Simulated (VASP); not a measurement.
# Ni (Fm-3m) in VASP: notebook

Runs on Ni. Level: PBEsol. Tasks: single point.

Everything below comes from runs of VASP 6.6.1. Logs are shortened: lines on timing, memory, paths and dates and some standing lists are left out, and cuts for length are marked.

## (1) The cell of the first run

It takes space group Fm-3m (No. 225, cubic). Conventional cell: a = 3.555 Å, b = 3.555 Å, c = 3.555 Å, α = 90.00°, β = 90.00°, γ = 90.00°. Ni (site symmetry m-3m) has 12 Ni at 2.51 Å within 3.3 Å.

## (2) Single point, PBEsol, collinear spin, ferromagnetic start

Contents of INCAR:

```
SYSTEM = Ni
  ALGO = Normal
  EDIFF = 1E-6
  ENCUT = 600
  GGA = PS
  GGA_COMPAT = .False.
  ISIF = 2
  ISMEAR = 0
  ISPIN = 2
  LASPH = .True.
  LCHARG = .True.
  LELF = .True.
  LMAXMIX = 4
  LORBIT = 11
  LREAL = .False.
  LVHAR = .True.
  LWAVE = .False.
  MAGMOM = 2
  NBANDS = 15
  NELM = 200
  PREC = Accurate
  SIGMA = 0.05
```

Contents of KPOINTS:

```
k-points
0
Gamma
  14 14 14
  0 0 0
```

Contents of POSCAR:

```
Ni
1.0
    0.0000000000      1.7775500000      1.7775500000
    1.7775500000      0.0000000000      1.7775500000
    1.7775500000      1.7775500000      0.0000000000
Ni
1
Direct
    0.0000000000      0.0000000000      0.0000000000
```

Potentials or basis: VASP PAW PBE potentials, release 64 (Ni).

Started as:

```sh
> cat potpaw_PBE.64/Ni/POTCAR > POTCAR
> mpirun -np 1 vasp_std > vasp.out
```

OUTCAR:

```text
SYSTEM = Ni
   EDIFF = 1E-6
   ENCUT = 600
   GGA = PS
   ISIF = 2
   ISMEAR = 0
   ISPIN = 2
   LASPH = .True.
   LORBIT = 11
   LREAL = .False.
   NELM = 200
   PREC = Accurate

 ion  position               nearest neighbor table
   1  0.000  0.000  0.000-

  LATTYP: Found a face centered cubic cell.
 ALAT       =     3.5551000000

  Lattice vectors:

 A1 = (   0.0000000000,   1.7775500000,   1.7775500000)
 A2 = (   1.7775500000,   0.0000000000,   1.7775500000)
 A3 = (   1.7775500000,   1.7775500000,   0.0000000000)

Analysis of symmetry for initial positions (statically):
=====================================================================
 Subroutine PRICEL returns:
 Original cell was already a primitive cell.

 Routine SETGRP: Setting up the symmetry group for a
 face centered cubic supercell.

 Subroutine GETGRP returns: Found 48 space group operations
 (whereof 48 operations were pure point group operations)
 out of a pool of 48 trial point group operations.

The static configuration has the point symmetry O_h .

Analysis of symmetry for dynamics (positions and initial velocities):
=====================================================================
 Subroutine PRICEL returns:
 Original cell was already a primitive cell.

 Routine SETGRP: Setting up the symmetry group for a
 face centered cubic supercell.

 Subroutine GETGRP returns: Found 48 space group operations
 (whereof 48 operations were pure point group operations)
 out of a pool of 48 trial point group operations.

The dynamic configuration has the point symmetry O_h .

Analysis of structural, dynamic, and magnetic symmetry:
=====================================================================
 Subroutine PRICEL returns:
 Original cell was already a primitive cell.

 Routine SETGRP: Setting up the symmetry group for a
 face centered cubic supercell.

 Subroutine GETGRP returns: Found 48 space group operations
 (whereof 48 operations were pure point group operations)
 out of a pool of 48 trial point group operations.

The overall configuration has the point symmetry O_h .

 Subroutine INISYM returns: Found 48 space group operations
 (whereof 48 operations are pure point group operations),
 and found     1 'primitive' translations

----------------------------------------------------------------------------------------

                                     Primitive cell

  volume of cell :      11.2330

  direct lattice vectors                    reciprocal lattice vectors
     0.000000000  1.777550000  1.777550000    -0.281286040  0.281286040  0.281286040
     1.777550000  0.000000000  1.777550000     0.281286040 -0.281286040  0.281286040
     1.777550000  1.777550000  0.000000000     0.281286040  0.281286040 -0.281286040

  length of vectors
     2.513835318  2.513835318  2.513835318     0.487201712  0.487201712  0.487201712

  position of ions in fractional coordinates (direct lattice)
     0.000000000  0.000000000  0.000000000

  ion indices of the primitive-cell ions
   primitive index   ion index
                 1           1

----------------------------------------------------------------------------------------

 KPOINTS: k-points

Automatic generation of k-mesh.
 Grid dimensions read from file:
 generate k-points for:   14   14   14

 Generating k-lattice:

  Cartesian coordinates                     Fractional coordinates (reciprocal lattice)
    -0.020091860  0.020091860  0.020091860     0.071428571  0.000000000  0.000000000
     0.020091860 -0.020091860  0.020091860     0.000000000  0.071428571  0.000000000
     0.020091860  0.020091860 -0.020091860     0.000000000  0.000000000  0.071428571

  Length of vectors
     0.034800122  0.034800122  0.034800122

  Shift w.r.t. Gamma in fractional coordinates (k-lattice)
     0.000000000  0.000000000  0.000000000

 Subroutine IBZKPT returns following result:
 ===========================================

 Found    104 irreducible k-points:

 Following reciprocal coordinates:
            Coordinates               Weight
  0.000000  0.000000  0.000000      1.000000
  0.071429  0.000000  0.000000      8.000000
  0.142857  0.000000  0.000000      8.000000
  0.214286  0.000000  0.000000      8.000000
  0.285714  0.000000  0.000000      8.000000
  0.357143  0.000000  0.000000      8.000000
[... 16 lines left out ...]
  0.214286  0.142857  0.000000     24.000000
  0.285714  0.142857  0.000000     24.000000
 [... further k-points ...]
   k-points           NKPTS =    104   k-points in BZ     NKDIM =    104   number of bands    NBANDS=     15
   number of dos      NEDOS =    301   number of ions     NIONS =      1
   total plane-waves  NPLWV =   8000
   dimension x,y,z NGX =    20 NGY =   20 NGZ =   20
   dimension x,y,z NGXF=    40 NGYF=   40 NGZF=   40
   ions per type =               1
   NGX,Y,Z   is equivalent  to a cutoff of  13.23, 13.23, 13.23 a.u.
   NGXF,Y,Z  is equivalent  to a cutoff of  26.45, 26.45, 26.45 a.u.
 SYSTEM =  Ni
   PREC   = accura    normal or accurate (medium, high low for compatibility)
   ISTART =      0    job   : 0-new  1-cont  2-samecut
   ICHARG =      2    charge: 1-file 2-atom 10-const
   ISPIN  =      2    spin polarized calculation?
   LNONCOLLINEAR =      F non collinear calculations
   LSORBIT =      F    spin-orbit coupling
   LASPH  =      T    aspherical Exc in radial PAW
   ENCUT  =  600.0 eV  44.10 Ry    6.64 a.u.   5.02  5.02  5.02*2*pi/ulx,y,z
   NELM   =    200;   NELMIN=  2; NELMDL= -5     # of ELM steps
   EDIFF  = 0.1E-05   stopping-criterion for ELM
   LREAL  =      F    real-space projection
   EDIFFG = 0.1E-04   stopping-criterion for IOM
   NSW    =      0    number of steps for IOM
   IBRION =     -1    ionic relax: 0-MD 1-quasi-New 2-CG
   NFREE  =      0    steps in history (QN), initial steepest desc. (CG)
   ISIF   =      2    stress and relaxation
   ISYM   =      2    0-nonsym 1-usesym 2-fastsym
   POTIM  = 0.5000    time-step for ionic-motion
   TEBEG  =    0.0;   TEEND  =   0.0 temperature during run
   PSTRESS=    0.0 pullay stress
   NELECT =      10.0000    total number of electrons
   NUPDOWN=      -1.0000    fix difference up-down
   EMIN   =  10.00;   EMAX   =-10.00  energy-range for DOS
   EFERMI =   0.00;   METHOD = LEGACY
   ISMEAR =     0;   SIGMA  =   0.05  broadening in eV -4-tet -1-fermi 0-gaus
   EFERMI_NEDOS =   21; number of points for ismear=-14 and -15
   IALGO  =     38    algorithm
   IMIX   =      4    mixing-type and parameters
     AMIX     =   0.40;   BMIX     =  1.00
     AMIX_MAG =   1.60;   BMIX_MAG =  1.00
  volume/ion in A,a.u.               =      11.23        75.80
  Fermi-wavevector in a.u.,A,eV,Ry     =   1.574864  2.976061 33.745116  2.480196
  Thomas-Fermi vector in A             =   2.675934
   LORBIT       =     11    0 simple, 1 ext, 2 COOP (PROOUT), +10 PAW based schemes
   GGA     = PS    functional components
   LHFCALC =     F    Hartree Fock is set to
   AEXX    =    0.0000 exact exchange contribution
   IVDW    =     0    specifies the selected vdW correction
   LEPSILON=     F    determine dielectric tensor
   LRPA    =     F    only Hartree local field effects (RPA)
 spin polarized calculation
 Gauss-broadening in eV      SIGMA  =   0.05
  energy-cutoff  :      600.00
  volume of cell :       11.23
 maximum number of plane-waves:       388
   NGX =  9   NGY =  9   NGZ =  9

 number of electron      10.0000006 magnetization       0.6155665

 Free energy of the ion-electron system (eV)
  ---------------------------------------------------
  ext. energy  EPLUGINS =         0.00000000
  ---------------------------------------------------
  free energy    TOTEN  =        -6.08957795 eV

  energy without entropy =       -6.08667104  energy(sigma->0) =       -6.08812450

 E-fermi :   8.7531     XC(G=0): -13.2464

 val. band max:        8.7513603108   @ k =  -0.3571   0.2857   0.0714
 cond. band min:       8.7564516508   @ k =  -0.2143   0.2143   0.0714
 fundamental gap:      0.0050913400
 Fermi energy:         8.7531175707

 spin component 1

 k-point     1 :       0.0000    0.0000    0.0000
  band No.  band energies     occupation
      1      -0.0875      1.00000
      2       6.3988      1.00000
      3       6.3988      1.00000
      4       6.3988      1.00000
      5       7.5204      1.00000
      6       7.5204      1.00000
      7      32.1759      0.00000
      8      35.7647      0.00000
      9      35.7647      0.00000
     10      35.7647      0.00000
     11      38.5855      0.00000
     12      38.5855      0.00000
     13      38.5855      0.00000
     14      41.6831      0.00000
     15      47.5852      0.00000
[... 397 lines left out ...]
 k-point    24 :       0.2857    0.1429    0.0000
  band No.  band energies     occupation
      1       2.5099      1.00000
      2       5.7708      1.00000
      3       6.6339      1.00000
      4       6.8769      1.00000
      5       7.4783      1.00000
      6       7.8355      1.00000
      7      23.8900      0.00000
      8      29.2744      0.00000
      9      30.1559      0.00000
     10      32.6233      0.00000
     11      37.4761      0.00000
     12      41.6429      0.00000
     13      43.5599      0.00000
     14      45.6231      0.00000
     15      49.8654      0.00000

 [... further k-points ...]

 spin component 2

 k-point     1 :       0.0000    0.0000    0.0000
  band No.  band energies     occupation
      1      -0.1129      1.00000
      2       7.1169      1.00000
      3       7.1169      1.00000
      4       7.1169      1.00000
      5       8.1216      1.00000
      6       8.1216      1.00000
      7      32.0439      0.00000
      8      35.7587      0.00000
      9      35.7587      0.00000
     10      35.7587      0.00000
     11      38.6877      0.00000
     12      38.6877      0.00000
     13      38.6877      0.00000
     14      41.5808      0.00000
     15      47.7518      0.00000
[... 397 lines left out ...]
 k-point    24 :       0.2857    0.1429    0.0000
  band No.  band energies     occupation
      1       2.5130      1.00000
      2       6.4149      1.00000
      3       7.2532      1.00000
      4       7.5750      1.00000
      5       8.1397      1.00000
      6       8.4880      1.00000
      7      24.0115      0.00000
      8      29.3575      0.00000
      9      30.1389      0.00000
     10      32.6974      0.00000
     11      37.5847      0.00000
     12      41.6166      0.00000
     13      43.5426      0.00000
     14      45.6402      0.00000
     15      49.9557      0.00000

 [... further k-points ...]
[... 5 lines left out ...]
  --------------------------------------------------------------------------------------
  -------------------------------------------------------------------------------------
  Total       -1.0473369     -1.0473369     -1.0473369      0.0000000      0.0000000     -0.0000000
  in kB     -149.3831100   -149.3831100   -149.3831100      0.0000000      0.0000000     -0.0000000
  external PRESSURE =    -149.3831100 kB  Pullay stress =       0.0000000 kB

 VOLUME and BASIS-vectors are now :
 -----------------------------------------------------------------------------
  energy-cutoff  :      600.00
  volume of cell :       11.23
      direct lattice vectors                 reciprocal lattice vectors
     0.000000000  1.777550000  1.777550000    -0.281286040  0.281286040  0.281286040
     1.777550000  0.000000000  1.777550000     0.281286040 -0.281286040  0.281286040
     1.777550000  1.777550000  0.000000000     0.281286040  0.281286040 -0.281286040

 POSITION                                       TOTAL-FORCE (eV/Angst)
 -----------------------------------------------------------------------------------
      0.00000      0.00000      0.00000        -0.000000     -0.000000      0.000000
 -----------------------------------------------------------------------------------
    total drift:                                0.000000     -0.000000      0.000000

  FREE ENERGIE OF THE ION-ELECTRON SYSTEM (eV)
  ---------------------------------------------------
  free  energy   TOTEN  =        -6.0895779508 eV

  energy  without entropy=       -6.0866710433  energy(sigma->0) =       -6.08812450

 total charge

# of ion       s       p       d       tot
------------------------------------------
    1        0.486   0.475   8.296   9.257

 magnetization (x)

# of ion       s       p       d       tot
------------------------------------------
    1       -0.007  -0.025   0.662   0.629
```

Run time: 17 s. Hardware: 1 thread of Intel Xeon 6975P-C (Granite Rapids), shared host; peak memory 0.15 GiB.

Results:

* Free energy: -6.0896 eV
* Pressure: -14.9 GPa
* Net moment: 0.62 μB per cell
* Site moments: Ni +0.63 μB
* Valence electrons inside the program's atomic spheres: Ni 9.26

Caveat: the PAW data sets were made with another functional, which shifts forces and pressure a little.

## (3) Single point, PBEsol, collinear spin, ferromagnetic start

Contents of INCAR:

```
PREC = Accurate
ENCUT = 600
EDIFF = 1E-6
ISMEAR = 0
SIGMA = 0.05
LREAL = F
LASPH = T
NELM = 200
ALGO = Normal
ISIF = 2
LWAVE = F
LCHARG = F
ISPIN = 2
MAGMOM = 2
LORBIT = 11
LMAXMIX = 4
GGA = PS
NBANDS = 15
GGA_COMPAT = F
```

Contents of KPOINTS:

```
regular mesh
0
Gamma
  14 14 14
```

POSCAR is that of step 2.

Potentials or basis: VASP PAW PBE potentials, release 64 (Ni).

Started as:

```sh
> cat potpaw_PBE.64/Ni/POTCAR > POTCAR
> mpirun -np 1 vasp_std > vasp.out
```

Wall time 17 s (1 thread of Intel Xeon 6975P-C (Granite Rapids), shared host); peak memory 0.16 GiB.

The run converged. Its results:

```yaml
Free_energy: -6.0896 eV
Pressure: -14.9 GPa
Net_moment: 0.62 μB per cell
Site_moments: Ni +0.63 μB
Valence_electrons_inside_the_program's_atomic_spheres: Ni 9.26
```

Levels at points of the mesh, in eV from the Fermi level:
Spin up:
```csv
k point,band 2,band 3,band 4,band 5,band 6,band 7,band 8,band 9
"(0.00, 0.00, 0.00)",-2.35,-2.35,-2.35,-1.23,-1.23,23.42,27.01,27.01
"(0.50, 0.00, 0.00)",-2.34,-2.34,-0.60,-0.60,-0.28,5.41,21.93,24.05
"(0.50, 0.50, 0.00)",-4.04,-0.56,-0.48,-0.48,2.38,8.91,14.47,14.47
```
Spin down:
```csv
k point,band 3,band 4,band 5,band 6,band 7,band 8
"(0.00, 0.00, 0.00)",-1.64,-1.64,-0.63,-0.63,23.29,27.01
"(0.50, 0.00, 0.00)",-1.72,-0.33,0.13,0.13,5.82,21.81
"(0.50, 0.50, 0.00)",0.07,0.34,0.34,2.35,9.16,14.48
```

Caveat: the PAW data sets were made with another functional, which shifts forces and pressure a little.

(Continued in part 2 of 2.)
